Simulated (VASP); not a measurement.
CdSiN2, 4 atoms in the cell. The structure is tetragonal, space group P-4m2 (No. 115). Conventional cell: a = 3.034 Å, b = 3.034 Å, c = 5.110 Å, α = 90.00°, β = 90.00°, γ = 90.00°. Within 2.9 Å of Cd (site symmetry -4m2) lie 4 N at 2.23 Å. Within 2.4 Å of N (site symmetry 2mm) lie 2 Si at 1.77 Å and 2 Cd at 2.23 Å. Within 2.4 Å of Si (site symmetry -4m2) lie 4 N at 1.77 Å. 

| Property | Result |
| --- | --- |
| Program | VASP 6.6.1 |
| Task | single point |
| Functional | HSE06 |
| Potentials or basis | VASP PAW PBE potentials, release 64 (Cd_sv_GW, N, Si) |
| Cutoff | 520 eV |
| k mesh | 4 × 4 × 2 |
| Occupations | gaussian, width 0.01 eV |
| Spin | no spin polarisation |
| Dipole correction | no |
| Grid for exact exchange (PRECFOCK) | Normal |
| Further INCAR settings | ALGO = Normal; EDIFF = 1e-06; NBANDS = 25 |
| Share of exact exchange | 0.25 |
| Screening parameter | 0.2079 1/Å |

Potentials or basis: VASP PAW PBE potentials, release 64 (Cd_sv_GW, N, Si).

The run is started by

```sh
$ cat potpaw_PBE.64/Cd_sv_GW/POTCAR potpaw_PBE.64/N/POTCAR potpaw_PBE.64/Si/POTCAR > POTCAR
$ cp INCAR.step1 INCAR
$ mpirun -np 1 vasp_std > vasp.out
$ cp INCAR.step2 INCAR
$ mpirun -np 1 vasp_std > vasp.out
```

Hardware: 1 thread of Intel(R) Xeon(R) Platinum 8488C (Sapphire Rapids), with other jobs on the host.

Q: Estimate the wall time of this run.

A: Run time: 14 min on 1 thread of Intel(R) Xeon(R) Platinum 8488C (Sapphire Rapids) (shared host), peak memory 0.3 GiB. Counts: k points 12.
